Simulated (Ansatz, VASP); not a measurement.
# Two plane-wave programs on Te

```xyz
12
Lattice="4.3213 2.4949 6.0163 -4.3213 2.4949 6.0163 0.0000 -4.9898 6.0163" Properties=species:S:1:pos:R:3 pbc="T T T"
Te   -1.6777    0.9686    4.4698
Te    0.0000   -1.9372    4.4698
Te    1.6777    0.9686    4.4698
Te    1.6777   -0.9686   13.5792
Te   -1.6777   -0.9686   13.5792
Te    0.0000    1.9372   13.5792
Te   -1.5508    0.8953    7.4776
Te    0.0000   -1.7907    7.4776
Te    1.5508    0.8953    7.4776
Te    1.5508   -0.8953   10.5714
Te   -1.5508   -0.8953   10.5714
Te    0.0000    1.7907   10.5714
```

Alike in both runs: functional PBEsol; k mesh 6 × 6 × 6; occupations gaussian, width 0.1 eV; no spin polarisation.

Ansatz relaxed the structure, and its values are those at the end. VASP's run is a single point on that final structure, the one shown.

```csv
,VASP,Ansatz
version,VASP 6.6.1,Ansatz 0.2.0
potentials or method,"VASP PAW PBE potentials, release 64 (Te), cutoff 520 eV","scalar-relativistic, plane waves, PAW"
valence electrons in the cell,72,192
```

|  | VASP | Ansatz | Ansatz less VASP |
| --- | --- | --- | --- |
| gap on the k mesh at the Fermi level (eV) | none | none | - |
| pressure (GPa) | 0.0 | 0.0 | -0.04 |
| rms of the force components (eV/Å) | 0.004 | 0.001 | -0.0032 |

VASP's potentials were made for PBE, not for PBEsol. A gap of «none» marks a metal or a gap that the smearing closes. VASP's potentials hold 72 valence electrons a cell and Ansatz's 192, so a difference there can come from the potentials and not from the codes.

Neither program's run includes spin-orbit coupling.
